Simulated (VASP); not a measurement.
# Ca (P6_3/mmc) in VASP: further runs

Runs on Ca. Level: PBEsol. Tasks: single point.

Everything below comes from runs of VASP 6.6.1. Logs are shortened: lines on timing, memory, paths and dates and some standing lists are left out, and cuts for length are marked.

### Step 1. The cell of the first run

It takes space group P6_3/mmc (No. 194, hexagonal). Conventional cell: a = 2.919 Å, b = 2.919 Å, c = 4.756 Å, α = 90.00°, β = 90.00°, γ = 120.00°. Ca (site symmetry -6m2) has 12 Ca at 2.91 to 2.92 Å within 3.8 Å.

This isn't the form of Ca at room conditions, which is fcc.

### Step 2. Single point, PBEsol

INCAR reads:

```
SYSTEM = Ca
PREC = Accurate
ENCUT = 520
EDIFF = 1E-6
ISMEAR = -1
SIGMA = 0.08
LREAL = .FALSE.
LASPH = .TRUE.
NELM = 60
ALGO = Normal
ISIF = 2
LWAVE = .FALSE.
LCHARG = .FALSE.
GGA = PS
NBANDS = 17
```

KPOINTS reads:

```
regular mesh
0
G
  11 11 6
  0 0 0
```

POSCAR reads:

```
Ca
1.0
    2.9186007646      0.0000000000      0.0000000000
   -1.4593003823      2.5275824057      0.0000000000
    0.0000000000      0.0000000000      4.7557089170
Ca
2
Direct
    0.3333333333      0.6666666667      0.2500000000
    0.6666666667      0.3333333333      0.7500000000
```

Potentials or basis: VASP PAW PBE potentials, release 64 (Ca_sv).

Run with:

```console
$ cat potpaw_PBE.64/Ca_sv/POTCAR > POTCAR
$ mpirun -np 1 vasp_std > vasp.out
```

OUTCAR:

```text
SYSTEM = Ca
   PREC = Accurate
   ENCUT = 520
   EDIFF = 1E-6
   ISMEAR = -1
   LREAL = .FALSE.
   LASPH = .TRUE.
   NELM = 60
   ISIF = 2
   GGA = PS

 ion  position               nearest neighbor table
   1  0.333  0.667  0.250-   2 2.91   2 2.91   2 2.91   2 2.91   2 2.91   2 2.91
   2  0.667  0.333  0.750-   1 2.91   1 2.91   1 2.91   1 2.91   1 2.91   1 2.91

  LATTYP: Found a hexagonal cell.
 ALAT       =     2.9186007646
 C/A-ratio  =     1.6294482530

  Lattice vectors:

 A1 = (   2.9186007646,   0.0000000000,   0.0000000000)
 A2 = (  -1.4593003823,   2.5275824057,   0.0000000000)
 A3 = (   0.0000000000,   0.0000000000,   4.7557089170)

Analysis of symmetry for initial positions (statically):
=====================================================================
 Subroutine PRICEL returns:
 Original cell was already a primitive cell.

 Routine SETGRP: Setting up the symmetry group for a
 hexagonal supercell.

 Subroutine GETGRP returns: Found 24 space group operations
 (whereof 12 operations were pure point group operations)
 out of a pool of 24 trial point group operations.

The static configuration has the point symmetry D_3d.
 The point group associated with its full space group is D_6h.

Analysis of symmetry for dynamics (positions and initial velocities):
=====================================================================
 Subroutine PRICEL returns:
 Original cell was already a primitive cell.

 Routine SETGRP: Setting up the symmetry group for a
 hexagonal supercell.

 Subroutine GETGRP returns: Found 24 space group operations
 (whereof 12 operations were pure point group operations)
 out of a pool of 24 trial point group operations.

The dynamic configuration has the point symmetry D_3d.
 The point group associated with its full space group is D_6h.

 Subroutine INISYM returns: Found 24 space group operations
 (whereof 12 operations are pure point group operations),
 and found     1 'primitive' translations

----------------------------------------------------------------------------------------

                                     Primitive cell

  volume of cell :      35.0829

  direct lattice vectors                    reciprocal lattice vectors
     2.918600765  0.000000000  0.000000000     0.342629938  0.197817487  0.000000000
    -1.459300382  2.527582406  0.000000000     0.000000000  0.395634974  0.000000000
     0.000000000  0.000000000  4.755708917     0.000000000  0.000000000  0.210273593

  length of vectors
     2.918600765  2.918600765  4.755708917     0.395634974  0.395634974  0.210273593

  position of ions in fractional coordinates (direct lattice)
     0.333333333  0.666666667  0.250000000
     0.666666667  0.333333333  0.750000000

  ion indices of the primitive-cell ions
   primitive index   ion index
                 1           1
                 2           2

----------------------------------------------------------------------------------------

 KPOINTS: regular mesh

Automatic generation of k-mesh.
 Grid dimensions read from file:
 generate k-points for:   11   11    6

 Generating k-lattice:

  Cartesian coordinates                     Fractional coordinates (reciprocal lattice)
     0.031148176  0.017983408  0.000000000     0.090909091  0.000000000  0.000000000
     0.000000000  0.035966816  0.000000000     0.000000000  0.090909091  0.000000000
     0.000000000  0.000000000  0.035045599     0.000000000  0.000000000  0.166666667

  Length of vectors
     0.035966816  0.035966816  0.035045599

  Shift w.r.t. Gamma in fractional coordinates (k-lattice)
     0.000000000  0.000000000  0.000000000

 Subroutine IBZKPT returns following result:
 ===========================================

 Found     64 irreducible k-points:

 Following reciprocal coordinates:
            Coordinates               Weight
  0.000000  0.000000  0.000000      1.000000
  0.090909 -0.000000  0.000000      6.000000
  0.181818 -0.000000  0.000000      6.000000
  0.272727  0.000000  0.000000      6.000000
  0.363636  0.000000  0.000000      6.000000
  0.454545  0.000000  0.000000      6.000000
[... 16 lines left out ...]
  0.090909  0.090909  0.166667     12.000000
  0.181818  0.090909  0.166667     24.000000
 [... further k-points ...]
   k-points           NKPTS =     64   k-points in BZ     NKDIM =     64   number of bands    NBANDS=     17
   number of dos      NEDOS =    301   number of ions     NIONS =      2
   total plane-waves  NPLWV =  20736
   dimension x,y,z NGX =    24 NGY =   24 NGZ =   36
   dimension x,y,z NGXF=    48 NGYF=   48 NGZF=   72
   ions per type =               2
   NGX,Y,Z   is equivalent  to a cutoff of  13.67, 13.67, 12.58 a.u.
   NGXF,Y,Z  is equivalent  to a cutoff of  27.34, 27.34, 25.17 a.u.
 SYSTEM =  Ca
   PREC   = accura    normal or accurate (medium, high low for compatibility)
   ISTART =      0    job   : 0-new  1-cont  2-samecut
   ICHARG =      2    charge: 1-file 2-atom 10-const
   ISPIN  =      1    spin polarized calculation?
   LNONCOLLINEAR =      F non collinear calculations
   LSORBIT =      F    spin-orbit coupling
   LASPH  =      T    aspherical Exc in radial PAW
   ENCUT  =  520.0 eV  38.22 Ry    6.18 a.u.   5.43  5.43  8.84*2*pi/ulx,y,z
   NELM   =     60;   NELMIN=  2; NELMDL= -5     # of ELM steps
   EDIFF  = 0.1E-05   stopping-criterion for ELM
   LREAL  =      F    real-space projection
   EDIFFG = 0.1E-04   stopping-criterion for IOM
   NSW    =      0    number of steps for IOM
   IBRION =     -1    ionic relax: 0-MD 1-quasi-New 2-CG
   NFREE  =      0    steps in history (QN), initial steepest desc. (CG)
   ISIF   =      2    stress and relaxation
   ISYM   =      2    0-nonsym 1-usesym 2-fastsym
   POTIM  = 0.5000    time-step for ionic-motion
   TEBEG  =    0.0;   TEEND  =   0.0 temperature during run
   PSTRESS=    0.0 pullay stress
   NELECT =      20.0000    total number of electrons
   NUPDOWN=      -1.0000    fix difference up-down
   EMIN   =  10.00;   EMAX   =-10.00  energy-range for DOS
   EFERMI =   0.00;   METHOD = LEGACY
   ISMEAR =    -1;   SIGMA  =   0.08  broadening in eV -4-tet -1-fermi 0-gaus
   EFERMI_NEDOS =   21; number of points for ismear=-14 and -15
   IALGO  =     38    algorithm
   IMIX   =      4    mixing-type and parameters
     AMIX     =   0.40;   BMIX     =  1.00
     AMIX_MAG =   1.60;   BMIX_MAG =  1.00
  volume/ion in A,a.u.               =      17.54       118.38
  Fermi-wavevector in a.u.,A,eV,Ry     =   1.357437  2.565184 25.070580  1.842636
  Thomas-Fermi vector in A             =   2.484356
   LORBIT       =      0    0 simple, 1 ext, 2 COOP (PROOUT), +10 PAW based schemes
   GGA     = PS    functional components
   LHFCALC =     F    Hartree Fock is set to
   AEXX    =    0.0000 exact exchange contribution
   IVDW    =     0    specifies the selected vdW correction
   LEPSILON=     F    determine dielectric tensor
   LRPA    =     F    only Hartree local field effects (RPA)
 non-spin polarized calculation
  energy-cutoff  :      520.00
  volume of cell :       35.08
 maximum number of plane-waves:       966
 NGX is ok and might be reduce to    24
   NGX = 11   NGY = 11   NGZ = 17

 number of electron      20.0000001 magnetization

 Free energy of the ion-electron system (eV)
  ---------------------------------------------------
  ext. energy  EPLUGINS =         0.00000000
  ---------------------------------------------------
  free energy    TOTEN  =        -0.19806835 eV

  energy without entropy =       -0.16577625  energy(sigma->0) =       -0.18192230

 E-fermi :   6.6008     XC(G=0): -11.2233

 val. band max:        6.5883692862   @ k =   0.2727   0.0909   0.0000
 cond. band min:       6.6438337983   @ k =   0.2727   0.1818   0.0000
 fundamental gap:      0.0554645120
 Fermi energy:         6.6008067730

 k-point     1 :       0.0000    0.0000    0.0000
  band No.  band energies     occupation
      1     -33.9512      2.00000
      2     -33.4492      2.00000
      3     -16.0591      2.00000
      4     -14.1523      2.00000
      5     -14.1523      2.00000
      6     -13.9030      2.00000
[... 9 lines left out ...]
     16      10.6856      0.00000
     17      11.5921      0.00000

 k-point     2 :       0.0909   -0.0000    0.0000
  band No.  band energies     occupation
      1     -33.9177      2.00000
      2     -33.4328      2.00000
      3     -16.0018      2.00000
      4     -14.2946      2.00000
      5     -14.1950      2.00000
      6     -14.0485      2.00000
[... 9 lines left out ...]
     16      10.9270      0.00000
     17      11.2408      0.00000

 k-point     3 :       0.1818   -0.0000    0.0000
  band No.  band energies     occupation
      1     -33.8252      2.00000
      2     -33.3901      2.00000
      3     -15.8386      2.00000
      4     -14.6732      2.00000
      5     -14.4146      2.00000
      6     -14.3026      2.00000
[... 9 lines left out ...]
     16      10.8570      0.00000
     17      10.9913      0.00000

 k-point     4 :       0.2727    0.0000    0.0000
  band No.  band energies     occupation
      1     -33.6956      2.00000
      2     -33.3394      2.00000
      3     -15.5957      2.00000
      4     -15.1577      2.00000
      5     -14.8538      2.00000
      6     -14.4334      2.00000
[... 9 lines left out ...]
     16      11.9400      0.00000
     17      12.0079      0.00000

 k-point     5 :       0.3636    0.0000    0.0000
  band No.  band energies     occupation
      1     -33.5625      2.00000
      2     -33.3032      2.00000
      3     -15.5878      2.00000
      4     -15.3194      2.00000
      5     -15.2299      2.00000
      6     -14.5468      2.00000
[... 9 lines left out ...]
     16      13.2726      0.00000
     17      13.3558      0.00000

 k-point     6 :       0.4545    0.0000    0.0000
  band No.  band energies     occupation
      1     -33.4692      2.00000
      2     -33.2942      2.00000
      3     -15.8363      2.00000
      4     -15.4442      2.00000
      5     -15.0976      2.00000
      6     -14.6118      2.00000
[... 9 lines left out ...]
     16      14.3790      0.00000
     17      14.7359      0.00000

 k-point     7 :       0.0909    0.0909    0.0000
  band No.  band energies     occupation
      1     -33.8548      2.00000
      2     -33.4032      2.00000
      3     -15.8915      2.00000
      4     -14.5182      2.00000
      5     -14.3996      2.00000
      6     -14.1881      2.00000
[... 9 lines left out ...]
     16      10.6627      0.00000
     17      11.1905      0.00000

 k-point     8 :       0.1818    0.0909    0.0000
  band No.  band energies     occupation
      1     -33.7435      2.00000
      2     -33.3566      2.00000
      3     -15.6878      2.00000
      4     -14.9185      2.00000
      5     -14.7557      2.00000
      6     -14.3563      2.00000
[... 9 lines left out ...]
     16      11.2568      0.00000
     17      11.6568      0.00000
[... 203 lines left out ...]
      1     -33.7973      2.00000
      2     -33.4206      2.00000
      3     -15.7470      2.00000
      4     -14.6430      2.00000
      5     -14.4980      2.00000
      6     -14.2807      2.00000
[... 9 lines left out ...]
     16      11.1907      0.00000
     17      11.6687      0.00000

 k-point    20 :       0.2727    0.0000    0.1667
  band No.  band energies     occupation
      1     -33.6725      2.00000
      2     -33.3640      2.00000
      3     -15.6015      2.00000
      4     -15.0786      2.00000
      5     -14.8988      2.00000
      6     -14.4077      2.00000
[... 9 lines left out ...]
     16      12.0542      0.00000
     17      12.1760      0.00000

 k-point    21 :       0.3636    0.0000    0.1667
  band No.  band energies     occupation
      1     -33.5454      2.00000
      2     -33.3208      2.00000
      3     -15.7037      2.00000
      4     -15.3640      2.00000
      5     -15.0635      2.00000
      6     -14.5182      2.00000
[... 9 lines left out ...]
     16      13.2815      0.00000
     17      13.2831      0.00000

 k-point    22 :       0.4545    0.0000    0.1667
  band No.  band energies     occupation
      1     -33.4574      2.00000
      2     -33.3059      2.00000
      3     -15.9016      2.00000
      4     -15.5519      2.00000
      5     -14.9443      2.00000
      6     -14.5816      2.00000
[... 9 lines left out ...]
     16      14.0065      0.00000
     17      14.4226      0.00000

 k-point    23 :       0.0909    0.0909    0.1667
  band No.  band energies     occupation
      1     -33.8258      2.00000
      2     -33.4349      2.00000
      3     -15.7881      2.00000
      4     -14.4852      2.00000
      5     -14.4485      2.00000
      6     -14.2261      2.00000
[... 9 lines left out ...]
     16      11.0129      0.00000
     17      11.6195      0.00000

 k-point    24 :       0.1818    0.0909    0.1667
  band No.  band energies     occupation
      1     -33.7184      2.00000
      2     -33.3834      2.00000
      3     -15.6395      2.00000
      4     -14.8895      2.00000
      5     -14.7747      2.00000
      6     -14.3693      2.00000
[... 9 lines left out ...]
     16      11.4149      0.00000
     17      11.9750      0.00000

 [... further k-points ...]

------------------------ aborting loop because EDIFF is reached ----------------------------------------

  FORCE on cell =-STRESS in cart. coord.  units (eV):
  Direction    XX          YY          ZZ          XY          YZ          ZX
  --------------------------------------------------------------------------------------
  -------------------------------------------------------------------------------------
  Total       10.2454463     10.2454463     10.0875104     -0.0000000      0.0000000      0.0000000
  in kB      467.8926053    467.8926053    460.6799359     -0.0000000      0.0000000      0.0000000
  external PRESSURE =     465.4883822 kB  Pullay stress =       0.0000000 kB

 VOLUME and BASIS-vectors are now :
 -----------------------------------------------------------------------------
  energy-cutoff  :      520.00
  volume of cell :       35.08
      direct lattice vectors                 reciprocal lattice vectors
     2.918600765  0.000000000  0.000000000     0.342629938  0.197817487  0.000000000
    -1.459300382  2.527582406  0.000000000     0.000000000  0.395634974  0.000000000
     0.000000000  0.000000000  4.755708917     0.000000000  0.000000000  0.210273593

 POSITION                                       TOTAL-FORCE (eV/Angst)
 -----------------------------------------------------------------------------------
     -0.00000      1.68505      1.18893         0.000000      0.000000      0.000000
      1.45930      0.84253      3.56678        -0.000000     -0.000000      0.000000
 -----------------------------------------------------------------------------------
    total drift:                               -0.000000      0.000000     -0.000000

  FREE ENERGIE OF THE ION-ELECTRON SYSTEM (eV)
  ---------------------------------------------------
  free  energy   TOTEN  =        -0.1980683486 eV

  energy  without entropy=       -0.1657762496  energy(sigma->0) =       -0.18192230
```

Wall time 13 s (1 thread of AMD EPYC 9R45 (Zen 5), shared host); peak memory 0.14 GiB.

What came out:

```yaml
Free_energy: -0.1981 eV
Pressure: 46.5 GPa
Band_gap_on_the_k_mesh: zero (bands 10 and 11 overlap by 1.16 eV)
```

Stress tensor (GPa, compression positive):
```
46.79  0.00  0.00
 0.00 46.79  0.00
 0.00  0.00 46.07
```

Caveat: the cell stands under pressure; the PAW data sets were made with another functional, which shifts forces and pressure a little.

[end of part 1 of 2]

The gap in the log of VASP goes by the Fermi energy; the results here count the filled bands.